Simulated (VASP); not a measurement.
LiCl: relaxation of cell and atoms with PBE

Crystal: LiCl.

```
Li Cl
1.0
     3.20803    0.00000    0.00000
    -1.60402    2.77824    0.00000
     0.00000    0.00000    8.53411
Li Cl
2 2
Direct
  0.33333 0.66667 0.25000
  0.66667 0.33333 0.75000
  0.33333 0.66667 0.75000
  0.66667 0.33333 0.25000
```

```json
{
  "Program": "VASP 6.6.1",
  "Task": "relaxation of cell and atoms",
  "Functional": "PBE",
  "Potentials or basis": "VASP PAW PBE potentials, release 64 (Li_sv, Cl)",
  "Cutoff": "600 eV",
  "k mesh": "6 × 6 × 2",
  "Occupations": "gaussian, width 0.1 eV",
  "Spin": "no spin polarisation",
  "Dipole correction": "no",
  "Further INCAR settings": "ALGO = Normal; EDIFF = 1e-07; IBRION = 2; EDIFFG = -0.04; NSW = 90; ISIF = 3"
}
```

- Relaxed volume: 19.87 Å³/atom
- Relaxed cell: a = 4.083 Å, b = 4.083 Å, c = 5.503 Å, α = 90.00°, β = 90.00°, γ = 120.00°
- Space group after relaxing (to 0.1 Å): P6_3/mmc (No. 194)
- Energy gained by relaxing: 987.1 meV/atom
- Ionic steps: 21
- Pressure after relaxing: -0.1 GPa
- Band gap on the k mesh: 5.62 eV

Stress tensor (GPa, compression positive):
```
 0.04  0.00  0.00
 0.00  0.04  0.00
 0.00  0.00 -0.32
```

The path:
```csv
step,energy change (eV),largest force (eV/Å),pressure (GPa),volume (Å³)
1,0.0000,0.0000,30.14,76.06
2,-3.6556,0.0000,-1.40,120.51
3,-3.6808,0.0000,0.50,112.11
4,-3.6890,0.0000,-0.24,114.98
5,-3.6886,0.0000,-0.04,114.12
6,-3.6905,0.0000,-0.03,113.60
7,-3.6963,0.0000,-0.03,112.04
8,-3.7088,0.0000,-0.02,108.91
9,-3.7383,0.0000,0.03,102.64
10,-3.8189,0.0000,0.36,90.06
11,-3.6222,0.0000,8.43,64.74
12,-3.8440,0.0000,0.57,86.68
13,-3.8962,0.0000,2.27,75.73
14,-3.8978,0.0000,2.27,75.58
15,-3.9018,0.0000,2.31,75.13
16,-3.9062,0.0000,2.44,74.22
17,-3.9111,0.0000,2.28,74.51
18,-3.9238,0.0000,1.80,75.39
19,-3.9411,0.0000,0.92,77.17
20,-3.9459,0.0000,-0.60,80.81
21,-3.9485,0.0000,-0.08,79.46
```

Final structure:
```xyz
4
Lattice="4.0833 0.0000 0.0000 -2.0416 3.5362 0.0000 0.0000 0.0000 5.5032" Properties=species:S:1:pos:R:3 pbc="T T T"
Li    0.0000    2.3575    1.3758
Li    2.0416    1.1787    4.1274
Cl    0.0000    2.3575    4.1274
Cl    2.0416    1.1787    1.3758
```

Levels at points of the mesh, in eV from the valence-band top:
| k point | band 6 | band 7 | band 8 | band 9 | band 10 | band 11 | band 12 | band 13 | band 14 |
| --- | --- | --- | --- | --- | --- | --- | --- | --- | --- |
| (0.00, 0.00, 0.00) | -1.32 | -1.32 | -0.71 | -0.71 | 0.00 | 5.62 | 8.12 | 8.85 | 8.85 |
| (0.50, 0.00, 0.00) | -1.84 | -1.78 | -1.60 | -0.92 | -0.85 | 7.38 | 8.34 | 8.48 | 10.40 |
| (0.00, 0.00, 0.50) | -1.49 | -1.02 | -1.02 | -1.02 | -1.02 | 7.48 | 7.48 | 8.95 | 8.95 |
| (0.50, 0.00, 0.50) | -2.47 | -1.38 | -1.38 | -0.62 | -0.62 | 7.10 | 7.10 | 9.01 | 9.01 |

Wall time 7.7 min on 1 thread of Intel Xeon 8259CL, with other jobs on the host, peak memory 0.22 GiB.

Caveat: the cutoff is under 1.25 times the usual one of these potentials, so pressure, stress and relaxed cells hold a basis-set (Pulay) error; a cell axis changed by over 15 % at a fixed basis, so the end point is rough.
